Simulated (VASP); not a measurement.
# RbBr (Pm-3m) in VASP: single point with LDA

Aim: the single point of RbBr with LDA.

Program: VASP 6.6.1. These are calculated values, not measurements. Logs are shortened: lines on timing, memory, paths and dates and some standing lists are left out, and cuts for length are marked.

## Step 1: The cell of the first run

It takes space group Pm-3m (No. 221, cubic). The conventional cell has a = 4.126 Å, b = 4.126 Å, c = 4.126 Å, α = 90.00°, β = 90.00°, γ = 90.00°. Within 4.7 Å of Rb (site symmetry m-3m) lie 8 Br at 3.57 Å and 6 Rb at 4.13 Å. Br (site symmetry m-3m) has 8 Rb at 3.57 Å and 6 Br at 4.13 Å within 4.7 Å.

## Step 2: Single point, LDA

The input, INCAR:

```
SYSTEM = RbBr
PREC     = Accurate       ! precision mode
ENCUT    = 520            ! plane-wave cutoff, eV
EDIFF    = 1E-7           ! SCF threshold, eV
ISMEAR   = 0              ! smearing method
SIGMA    = 0.01           ! smearing width, eV
LREAL    = .False.        ! projectors in reciprocal space
LASPH    = .True.         ! aspherical terms in the spheres
NELM     = 80             ! most SCF steps
ALGO     = Normal         ! electronic algorithm
ISIF     = 2              ! what is computed and relaxed
LWAVE    = .False.        ! write WAVECAR
LCHARG   = .False.        ! write CHGCAR
NBANDS   = 15             ! bands
```

The input, KPOINTS:

```
Automatic mesh
0
Gamma
  4 4 4
  0 0 0
```

The input, POSCAR:

```
RbBr
1.0
    4.1260770000      0.0000000000      0.0000000000
    0.0000000000      4.1260770000      0.0000000000
    0.0000000000      0.0000000000      4.1260770000
Rb Br
1 1
Direct
    0.0000000000      0.0000000000      0.0000000000
    0.5000000000      0.5000000000      0.5000000000
```

Potentials or basis: VASP PAW LDA potentials, release 64 (Rb_sv, Br).

Launch:

```sh
$ cat potpaw_LDA.64/Rb_sv/POTCAR potpaw_LDA.64/Br/POTCAR > POTCAR
$ mpirun -np 1 vasp_std > vasp.out
```

OUTCAR:

```text
SYSTEM = RbBr
   PREC = Accurate
   ENCUT = 520
   EDIFF = 1E-7
   ISMEAR = 0
   LREAL = .False.
   LASPH = .True.
   NELM = 80
   ISIF = 2

 ion  position               nearest neighbor table
   1  0.000  0.000  0.000-   2 3.57   2 3.57   2 3.57   2 3.57   2 3.57   2 3.57   2 3.57   2 3.57

   2  0.500  0.500  0.500-   1 3.57   1 3.57   1 3.57   1 3.57   1 3.57   1 3.57   1 3.57   1 3.57

  LATTYP: Found a simple cubic cell.
 ALAT       =     4.1260770000

  Lattice vectors:

 A1 = (   4.1260770000,   0.0000000000,   0.0000000000)
 A2 = (   0.0000000000,   4.1260770000,   0.0000000000)
 A3 = (   0.0000000000,   0.0000000000,   4.1260770000)

Analysis of symmetry for initial positions (statically):
=====================================================================
 Subroutine PRICEL returns:
 Original cell was already a primitive cell.

 Routine SETGRP: Setting up the symmetry group for a
 simple cubic supercell.

 Subroutine GETGRP returns: Found 48 space group operations
 (whereof 48 operations were pure point group operations)
 out of a pool of 48 trial point group operations.

The static configuration has the point symmetry O_h .

Analysis of symmetry for dynamics (positions and initial velocities):
=====================================================================
 Subroutine PRICEL returns:
 Original cell was already a primitive cell.

 Routine SETGRP: Setting up the symmetry group for a
 simple cubic supercell.

 Subroutine GETGRP returns: Found 48 space group operations
 (whereof 48 operations were pure point group operations)
 out of a pool of 48 trial point group operations.

The dynamic configuration has the point symmetry O_h .

 Subroutine INISYM returns: Found 48 space group operations
 (whereof 48 operations are pure point group operations),
 and found     1 'primitive' translations

----------------------------------------------------------------------------------------

                                     Primitive cell

  volume of cell :      70.2444

  direct lattice vectors                    reciprocal lattice vectors
     4.126077000  0.000000000  0.000000000     0.242360964  0.000000000  0.000000000
     0.000000000  4.126077000  0.000000000     0.000000000  0.242360964  0.000000000
     0.000000000  0.000000000  4.126077000     0.000000000  0.000000000  0.242360964

  length of vectors
     4.126077000  4.126077000  4.126077000     0.242360964  0.242360964  0.242360964

  position of ions in fractional coordinates (direct lattice)
     0.000000000  0.000000000  0.000000000
     0.500000000  0.500000000  0.500000000

  ion indices of the primitive-cell ions
   primitive index   ion index
[... 72 lines left out ...]
   EMIN   =  10.00;   EMAX   =-10.00  energy-range for DOS
   EFERMI =   0.00;   METHOD = LEGACY
   ISMEAR =     0;   SIGMA  =   0.01  broadening in eV -4-tet -1-fermi 0-gaus
   EFERMI_NEDOS =   21; number of points for ismear=-14 and -15
   IALGO  =     38    algorithm
   IMIX   =      4    mixing-type and parameters
     AMIX     =   0.40;   BMIX     =  1.00
     AMIX_MAG =   1.60;   BMIX_MAG =  1.00
  volume/ion in A,a.u.               =      35.12       237.02
  Fermi-wavevector in a.u.,A,eV,Ry     =   0.999795  1.889338 13.600240  0.999589
  Thomas-Fermi vector in A             =   2.132109
   LORBIT       =      0    0 simple, 1 ext, 2 COOP (PROOUT), +10 PAW based schemes
   GGA     = CA    functional components
   LHFCALC =     F    Hartree Fock is set to
   AEXX    =    0.0000 exact exchange contribution
   IVDW    =     0    specifies the selected vdW correction
   LEPSILON=     F    determine dielectric tensor
   LRPA    =     F    only Hartree local field effects (RPA)
 non-spin polarized calculation
 Gauss-broadening in eV      SIGMA  =   0.01
  energy-cutoff  :      520.00
  volume of cell :       70.24
 maximum number of plane-waves:      1924
 NGX is ok and might be reduce to    32
   NGX = 15   NGY = 15   NGZ = 15

 number of electron      16.0000002 magnetization

 Free energy of the ion-electron system (eV)
  ---------------------------------------------------
  ext. energy  EPLUGINS =         0.00000000
  ---------------------------------------------------
  free energy    TOTEN  =        -6.66543051 eV

  energy without entropy =       -6.66543051  energy(sigma->0) =       -6.66543051

 E-fermi :  -0.7228     XC(G=0):  -8.4033

 val. band max:       -0.8528678278   @ k =   0.5000   0.5000   0.0000
 cond. band min:       2.8323094753   @ k =   0.0000   0.0000   0.0000
 fundamental gap:      3.6851773031
 Fermi energy:        -0.7228264389

 k-point     1 :       0.0000    0.0000    0.0000
  band No.  band energies     occupation
      1     -25.8050      2.00000
      2     -13.5022      2.00000
      3      -9.8498      2.00000
      4      -9.8498      2.00000
      5      -9.8498      2.00000
      6      -1.0115      2.00000
      7      -1.0115      2.00000
      8      -1.0115      2.00000
      9       2.8323      0.00000
     10       4.4470      0.00000
     11       4.4470      0.00000
     12       8.9478      0.00000
     13       8.9478      0.00000
     14       8.9478      0.00000
[... 149 lines left out ...]
      2     -13.2009      2.00000
      3     -10.0896      2.00000
      4     -10.0896      2.00000
      5     -10.0896      2.00000
      6      -2.2413      2.00000
      7      -2.2413      2.00000
      8      -2.2413      2.00000
      9       7.0857      0.00000
     10       7.0857      0.00000
     11       7.0857      0.00000
     12       8.3118      0.00000
     13       8.3118      0.00000
     14       8.3118      0.00000
     15      11.3113      0.00000

------------------------ aborting loop because EDIFF is reached ----------------------------------------

  FORCE on cell =-STRESS in cart. coord.  units (eV):
  Direction    XX          YY          ZZ          XY          YZ          ZX
  --------------------------------------------------------------------------------------
  -------------------------------------------------------------------------------------
  Total       -0.8373278     -0.8373278     -0.8373278     -0.0000000      0.0000000     -0.0000000
  in kB      -19.0982734    -19.0982734    -19.0982734     -0.0000000      0.0000000     -0.0000000
  external PRESSURE =     -19.0982734 kB  Pullay stress =       0.0000000 kB

 VOLUME and BASIS-vectors are now :
 -----------------------------------------------------------------------------
  energy-cutoff  :      520.00
  volume of cell :       70.24
      direct lattice vectors                 reciprocal lattice vectors
     4.126077000  0.000000000  0.000000000     0.242360964  0.000000000  0.000000000
     0.000000000  4.126077000  0.000000000     0.000000000  0.242360964  0.000000000
     0.000000000  0.000000000  4.126077000     0.000000000  0.000000000  0.242360964

 POSITION                                       TOTAL-FORCE (eV/Angst)
 -----------------------------------------------------------------------------------
      0.00000      0.00000      0.00000         0.000000      0.000000      0.000000
      2.06304      2.06304      2.06304         0.000000      0.000000      0.000000
 -----------------------------------------------------------------------------------
    total drift:                                0.000000      0.000000     -0.000000

  FREE ENERGIE OF THE ION-ELECTRON SYSTEM (eV)
  ---------------------------------------------------
  free  energy   TOTEN  =        -6.6654305062 eV

  energy  without entropy=       -6.6654305062  energy(sigma->0) =       -6.66543051
```

Wall time 5.3 s (1 thread of Intel Xeon Platinum 8488C (Sapphire Rapids), shared host); peak memory 0.15 GiB.

Results:

| Quantity | Value |
| --- | --- |
| Free energy | -6.6654 eV |
| Pressure | -1.9 GPa |
| Band gap on the k mesh | 3.69 eV, indirect (least direct gap 3.84 eV) |

A k mesh can miss the band edges.
